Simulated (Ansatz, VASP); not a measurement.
In2GaP3 in VASP and in Ansatz

```
CELL_PARAMETERS angstrom
-2.04873 2.04873 8.75921
2.04873 -2.04873 8.75921
2.04873 2.04873 -8.75921
ATOMIC_POSITIONS crystal
In 0.83741 0.83741 0.00000
In 0.16259 0.16259 0.00000
Ga 0.50000 0.50000 0.00000
P 0.42544 0.92544 0.50000
P 0.07456 0.57456 0.50000
P 0.75000 0.25000 0.50000
```

Alike in both runs: functional PBE; k mesh 10 × 10 × 10; occupations gaussian, width 0.02 eV; no spin polarisation.

Ansatz relaxed the structure, and its values are those at the end. VASP's run is a single point on that final structure, the one shown.

```csv
,VASP,Ansatz
version,VASP 6.6.1,Ansatz 0.2.0
potentials or method,"VASP PAW PBE potentials, release 64 (In_d, Ga_d, P), cutoff 520 eV","scalar-relativistic, plane waves, PAW"
valence electrons in the cell,54,54
```

|  | VASP | Ansatz | Ansatz less VASP |
| --- | --- | --- | --- |
| gap on the k mesh at the Fermi level (eV) | 0.62 | 0.62 | +0.004 |
| least direct gap on the mesh (eV) | 0.62 | 0.62 | +0.004 |
| pressure (GPa) | 0.0 | 0.0 | +0.03 |
